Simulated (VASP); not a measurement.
Runs of VASP 6.6.1 on Hg. The structure is that of space group P6_3/mmc (No. 194), or close to it. The cells are those of the table. 

```tsv
task	cell	k mesh	cutoff (eV)	gap on the mesh (eV)	pressure (GPa)
single point	a = 3.312, b = 3.312, c = 11.069 Å, angles 90.0, 90.0, 120.0°, 4 atoms	13 × 13 × 4	520	none	-2.1
single point	a = 3.190, b = 3.190, c = 10.658 Å, angles 90.0, 90.0, 120.0°, 4 atoms	15 × 15 × 4	520	none	0.4
relaxation of cell and atoms	relaxed from a = 3.195, b = 3.195, c = 10.436 Å, angles 90.0, 90.0, 120.0°, 4 atoms	11 × 11 × 3	600	none	0.0
single point	a = 3.273, b = 3.273, c = 10.935 Å, angles 90.0, 90.0, 120.0°, 4 atoms	13 × 13 × 4	520	none	(a)
```

Alike in all rows: level PBEsol; potentials or basis VASP PAW PBE potentials, release 64 (Hg); no spin polarisation; smearing fermi-dirac 0.1 eV.

Estimate the missing entries.

(a) -1.5.

Caveats: the PAW data sets were made with another functional, which shifts forces and pressure a little; spin-orbit coupling is left out, which moves the levels of the heavy elements.

A k mesh can miss the band edges, and the runs leave out spin-orbit coupling on Hg.

A gap of «none» marks levels without a gap at the run's occupations.
